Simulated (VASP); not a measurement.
Wanted: the native input for a VASP 6.6.1 run.

- Task: single point
- Functional: PBEsol
- Potentials or basis: VASP PAW PBE potentials, release 64 (W_sv, S)
- Cutoff: 520 eV
- k mesh: 6 × 6 × 1
- Occupations: gaussian, width 0.1 eV
- Spin: no spin polarisation
- Dipole correction: no
- Further INCAR settings: ALGO = Normal; EDIFF = 1e-06; NBANDS = 20

The structure of WS2 lies in POSCAR:

```
WS2
1.0
    3.1835160000      0.0000000000      0.0000000000
   -1.5917580000      2.7570060000      0.0000000000
    0.0000000000      0.0000000000     16.9505780000
W S
1 2
Direct
    0.3333333333      0.6666666667      0.0000000000
    0.6666666667      0.3333333333      0.9079990000
    0.6666666667      0.3333333333      0.0920010000
```

The input as run:

INCAR

```
SYSTEM = WS2
  ALGO = Normal
  EDIFF = 1E-6
  ENCUT = 520
  GGA = PS
  ISIF = 2
  ISMEAR = 0
  LASPH = .True.
  LCHARG = .False.
  LREAL = .False.
  LWAVE = .False.
  NBANDS = 20
  NELM = 100
  PREC = Accurate
  SIGMA = 0.1
```

KPOINTS

```
k-points
0
Gamma
  6 6 1
  0 0 0
```

Potentials or basis: VASP PAW PBE potentials, release 64 (W_sv, S).

Launch:

```bash
$ cat potpaw_PBE.64/W_sv/POTCAR potpaw_PBE.64/S/POTCAR > POTCAR
$ mpirun -np 1 vasp_std > vasp.out
```

Results of the run:

```yaml
Largest_force: 0.099 eV/Å
Band_gap_on_the_k_mesh: 1.79 eV, direct
```

Caveat: the PAW data sets were made with another functional, which shifts forces and pressure a little; spin-orbit coupling is left out, which moves the levels of the heavy elements.

Wall time 56 s on 1 thread of Intel Xeon 8259CL, on a shared host, peak memory 0.25 GiB.
